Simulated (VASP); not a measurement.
# Si (I4/mmm) in VASP: further runs, part 2 of 2

VASP 6.6.1.

## Step 4: Single point, r2SCAN (strain +0.015 along x and y, +0.015 along z)

Input file POSCAR:

```
Si
1.0
   -1.6513186540      1.6513186540      1.3401347978
    1.6513186540     -1.6513186540      1.3401347978
    1.6513186540      1.6513186540     -1.3401347978
Si
1
Direct
    0.0000000000      0.0000000000      0.0000000000
```

Input file INCAR.step1:

```
ALGO     = Normal         # electronic algorithm
EDIFF    = 1E-4           # SCF threshold, eV
ENCUT    = 520            # plane-wave cutoff, eV
GGA      = PE             # functional
ISMEAR   = 0              # smearing method
LASPH    = True           # aspherical terms in the spheres
LCHARG   = False          # write CHGCAR
LREAL    = False          # projectors in reciprocal space
LWAVE    = True           # write WAVECAR
NBANDS   = 8              # bands
NELM     = 80             # most SCF steps
PREC     = Accurate       # precision mode
SIGMA    = 0.15           # smearing width, eV
```

Input file INCAR.step2:

```
ALGO     = Normal         # electronic algorithm
EDIFF    = 1E-7           # SCF threshold, eV
ENCUT    = 520            # plane-wave cutoff, eV
ISIF     = 2              # what is computed and relaxed
ISMEAR   = 0              # smearing method
ISTART   = 1            
LASPH    = True           # aspherical terms in the spheres
LCHARG   = True           # write CHGCAR
LELF     = True           # ELF
LMIXTAU  = True         
LREAL    = False          # projectors in reciprocal space
LVHAR    = True         
LWAVE    = False          # write WAVECAR
METAGGA  = R2SCAN         # meta-GGA
NBANDS   = 8              # bands
NELM     = 80             # most SCF steps
PREC     = Accurate       # precision mode
SIGMA    = 0.15           # smearing width, eV
```

Input file KPOINTS:

```
k-points
0
Gamma
  22 22 22
```

Potentials or basis: VASP PAW PBE potentials, release 64 (Si).

Started as:

```console
cat potpaw_PBE.64/Si/POTCAR > POTCAR
cp INCAR.step1 INCAR
mpirun -np 1 vasp_std > vasp.out
cp INCAR.step2 INCAR
mpirun -np 1 vasp_std > vasp.out
```

OUTCAR:

```text
EDIFF = 1E-7
   ENCUT = 520
   ISIF = 2
   ISMEAR = 0
   ISTART = 1
   LASPH = True
   LREAL = False
   METAGGA = R2SCAN
   NELM = 80
   PREC = Accurate

 ion  position               nearest neighbor table
   1  0.000  0.000  0.000-

  LATTYP: Found a body centered tetragonal cell.
 ALAT       =     3.3026373080
 C/A-ratio  =     0.8115543263

  Lattice vectors:

 A1 = (  -1.6513186540,   1.6513186540,   1.3401347978)
 A2 = (   1.6513186540,  -1.6513186540,   1.3401347978)
 A3 = (   1.6513186540,   1.6513186540,  -1.3401347978)

Analysis of symmetry for initial positions (statically):
=====================================================================
 Subroutine PRICEL returns:
 Original cell was already a primitive cell.

 Routine SETGRP: Setting up the symmetry group for a
 body centered tetragonal supercell.

 Subroutine GETGRP returns: Found 16 space group operations
 (whereof 16 operations were pure point group operations)
 out of a pool of 16 trial point group operations.

The static configuration has the point symmetry D_4h.

Analysis of symmetry for dynamics (positions and initial velocities):
=====================================================================
 Subroutine PRICEL returns:
 Original cell was already a primitive cell.

 Routine SETGRP: Setting up the symmetry group for a
 body centered tetragonal supercell.

 Subroutine GETGRP returns: Found 16 space group operations
 (whereof 16 operations were pure point group operations)
 out of a pool of 16 trial point group operations.

The dynamic configuration has the point symmetry D_4h.

 Subroutine INISYM returns: Found 16 space group operations
 (whereof 16 operations are pure point group operations),
 and found     1 'primitive' translations

[... 112 lines left out ...]
     AMIX_MAG =   1.60;   BMIX_MAG =  1.00
  volume/ion in A,a.u.               =      14.62        98.64
  Fermi-wavevector in a.u.,A,eV,Ry     =   1.062849  2.008493 15.369783  1.129647
  Thomas-Fermi vector in A             =   2.198313
   LORBIT       =      0    0 simple, 1 ext, 2 COOP (PROOUT), +10 PAW based schemes
   METAGGA = R2SCAN    functional components
   LHFCALC =     F    Hartree Fock is set to
   AEXX    =    0.0000 exact exchange contribution
   IVDW    =     0    specifies the selected vdW correction
   LEPSILON=     F    determine dielectric tensor
   LRPA    =     F    only Hartree local field effects (RPA)
 non-spin polarized calculation
 Gauss-broadening in eV      SIGMA  =   0.15
  energy-cutoff  :      520.00
  volume of cell :       14.62
 maximum number of plane-waves:       419
   NGX =  9   NGY =  9   NGZ =  9

 number of electron       4.0000000 magnetization

 Free energy of the ion-electron system (eV)
  ---------------------------------------------------
  ext. energy  EPLUGINS =         0.00000000
  ---------------------------------------------------
  free energy    TOTEN  =        -8.08667952 eV

  energy without entropy =       -8.08219485  energy(sigma->0) =       -8.08443718

 E-fermi :  10.0152     XC(G=0): -11.8864

 val. band max:       10.0148349659   @ k =  -0.2273   0.3636   0.2273
 cond. band min:      10.0174372312   @ k =  -0.2273  -0.3182   0.0909
 fundamental gap:      0.0026022652
 Fermi energy:        10.0151618664

 k-point     1 :       0.0000    0.0000    0.0000
  band No.  band energies     occupation
      1      -5.1974      2.00000
      2      20.0127      0.00000
      3      20.3872      0.00000
      4      20.3872      0.00000
      5      23.7178      0.00000
      6      24.3073      0.00000
      7      25.8871      0.00000
      8      25.8871      0.00000
[... 243 lines left out ...]
 k-point    24 :      -0.4545    0.0455   -0.0000
  band No.  band energies     occupation
      1       1.2540      2.00000
      2       6.2657      2.00000
      3      14.0896      0.00000
      4      16.2698      0.00000
      5      17.8985      0.00000
      6      20.6752      0.00000
      7      29.6810      0.00000
      8      32.6214      0.00000

 [... further k-points ...]

------------------------ aborting loop because EDIFF is reached ----------------------------------------

  FORCE on cell =-STRESS in cart. coord.  units (eV):
  Direction    XX          YY          ZZ          XY          YZ          ZX
  --------------------------------------------------------------------------------------
  -------------------------------------------------------------------------------------
  Total       -0.2566511     -0.2566511     -0.5254248      0.0000000      0.0000000      0.0000000
  in kB      -28.1308874    -28.1308874    -57.5905016      0.0000000      0.0000000      0.0000000
  external PRESSURE =     -37.9507588 kB  Pullay stress =       0.0000000 kB

 VOLUME and BASIS-vectors are now :
 -----------------------------------------------------------------------------
  energy-cutoff  :      520.00
  volume of cell :       14.62
      direct lattice vectors                 reciprocal lattice vectors
    -1.651318654  1.651318654  1.340134798     0.000000000  0.302788319  0.373096797
     1.651318654 -1.651318654  1.340134798     0.302788319  0.000000000  0.373096797
     1.651318654  1.651318654 -1.340134798     0.302788319  0.302788319  0.000000000

 POSITION                                       TOTAL-FORCE (eV/Angst)
 -----------------------------------------------------------------------------------
      0.00000      0.00000      0.00000         0.000000      0.000000      0.000000
 -----------------------------------------------------------------------------------
    total drift:                                0.000000      0.000000      0.000000

  FREE ENERGIE OF THE ION-ELECTRON SYSTEM (eV)
  ---------------------------------------------------
  free  energy   TOTEN  =        -8.0866795212 eV

  energy  without entropy=       -8.0821948452  energy(sigma->0) =       -8.08443718
```

OUTCAR.step1:

```text
EDIFF = 1E-4
   ENCUT = 520
   GGA = PE
   ISMEAR = 0
   LASPH = True
   LREAL = False
[... 479 lines left out ...]

 POSITION                                       TOTAL-FORCE (eV/Angst)
 -----------------------------------------------------------------------------------
      0.00000      0.00000      0.00000        -0.000000     -0.000000      0.000000
 -----------------------------------------------------------------------------------
    total drift:                                0.000000      0.000000     -0.000000

  FREE ENERGIE OF THE ION-ELECTRON SYSTEM (eV)
  ---------------------------------------------------
  free  energy   TOTEN  =        -4.9426437675 eV

  energy  without entropy=       -4.9378681204  energy(sigma->0) =       -4.94025594
```

Wall time 5.3 min (1 thread of Intel Xeon Platinum 8375C at 2.90GHz (Ice Lake), shared host); peak memory 0.19 GiB.

What came out:

```yaml
Free_energy: -8.0867 eV
Pressure: -3.8 GPa
Band_gap_on_the_k_mesh: zero (bands 2 and 3 overlap by 14.01 eV)
```

Levels at points of the mesh, in eV from the Fermi level:
| k point | band 1 | band 2 | band 3 | band 4 | band 5 | band 6 |
| --- | --- | --- | --- | --- | --- | --- |
| (0.00, 0.00, 0.00) | -15.21 | 10.00 | 10.37 | 10.37 | 13.70 | 14.29 |
| (0.50, 0.00, 0.00) | -6.67 | -6.26 | 4.89 | 6.60 | 6.84 | 9.75 |
| (0.50, 0.50, 0.00) | -8.86 | -7.60 | 9.31 | 12.04 | 12.08 | 12.28 |
| (0.50, 0.50, 0.50) | -2.55 | -2.55 | -1.53 | 1.50 | 4.33 | 6.85 |

Caveat: the cell differs from its parent crystal (strain +0.015 along x and y, +0.015 along z); the cell stands under tension; the PAW data sets were made with another functional, which shifts forces and pressure a little.

## Step 5: Overview

```csv
cell,gap on the mesh (eV),pressure (GPa)
"a = 2.683 Å, angles 104.0, 104.0, 121.0°, 1 atom",none,-2.5
"a = 2.703 Å, angles 103.4, 103.4, 122.5°, 1 atom",none,-3.3
"a = 2.693 Å, angles 104.3, 104.3, 120.3°, 1 atom",none,-3.8
```

Alike in all rows: task single point; level r2SCAN; potentials or basis VASP PAW PBE potentials, release 64 (Si); no spin polarisation; k mesh 22 × 22 × 22; cutoff (eV) 520; smearing gaussian 0.15 eV.

Caveats: the PAW data sets were made with another functional, which shifts forces and pressure a little; the cell stands under tension (at least some runs).

Absolute energies hang on the potentials; compare differences alone.
